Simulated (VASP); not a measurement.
Crystal: Co.

```
Co
1.0
    -1.40414    1.40414    1.40414
     1.40414   -1.40414    1.40414
     1.40414    1.40414   -1.40414
Co
1
Direct
  0.00000 0.00000 0.00000
```

```yaml
Program: VASP 6.6.1
Task: relaxation of cell and atoms
Functional: RPBE
Potentials_or_basis: VASP PAW PBE potentials, release 64 (Co)
Cutoff: 600 eV
k_mesh: 16 × 16 × 16
Occupations: fermi-dirac, width 0.1 eV
Spin: no spin polarisation
```

At the start: pressure -4.8 GPa; volume 11.07 Å³/atom.

Question: Where does the relaxation end?

Answer: Over 3 steps the energy falls by 4.0 meV/atom and the volume is 10.81 Å³/atom (-2.4 %); space group Im-3m (No. 229, to 0.05 Å).

The path:
| step | energy change (eV) | largest force (eV/Å) | pressure (GPa) | volume (Å³) |
| --- | --- | --- | --- | --- |
| 1 | 0.0000 | 0.0000 | -4.80 | 11.07 |
| 2 | 0.0004 | 0.0000 | 5.59 | 10.55 |
| 3 | -0.0040 | 0.0000 | 0.01 | 10.81 |

Final structure:
```
Co
1.0
    -1.39302    1.39302    1.39302
     1.39302   -1.39302    1.39302
     1.39302    1.39302   -1.39302
Co
1
Direct
  0.00000 0.00000 0.00000
```

Caveat: the PAW data sets were made with another functional, which shifts forces and pressure a little; the run has no spin polarisation, though such a crystal can be magnetic.
